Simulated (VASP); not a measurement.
La: single point with PBEsol

Crystal: La.

```
La
1.0
     0.00000    2.46391    2.46391
     2.46391    0.00000    2.46391
     2.46391    2.46391    0.00000
La
1
Direct
  0.00000 0.00000 0.00000
```

This isn't the form of La at room conditions, which is double hcp.

* Program: VASP 6.6.1
* Task: single point
* Functional: PBEsol
* Potentials or basis: VASP PAW PBE potentials, release 64 (La)
* Cutoff: 520 eV
* k mesh: 12 × 12 × 12
* Occupations: fermi-dirac, width 0.1 eV
* Spin: no spin polarisation
* Dipole correction: no
* Further INCAR settings: ALGO = Normal; EDIFF = 1e-07; NBANDS = 12

```yaml
Pressure: 4.2 GPa
Band_gap_on_the_k_mesh: zero (an odd number of electrons rules out a gap without spin polarisation)
```

Levels at points of the mesh, in eV from the Fermi level:
```tsv
k point	band 3	band 4	band 5	band 6	band 7	band 8
(0.00, 0.00, 0.00)	-14.96	-14.96	-2.90	1.45	1.66	1.66
(0.50, 0.00, 0.00)	-15.28	-15.28	-1.93	1.37	1.37	1.50
(0.50, 0.50, 0.00)	-15.87	-15.87	-2.59	-1.95	2.42	2.46
```

It took 38 s on 1 thread of Intel Xeon 8259CL, with other jobs on the host, peak memory 0.19 GiB.

Caveat: the cell stands under pressure; the PAW data sets were made with another functional, which shifts forces and pressure a little; spin-orbit coupling is left out, which moves the levels of the heavy elements.
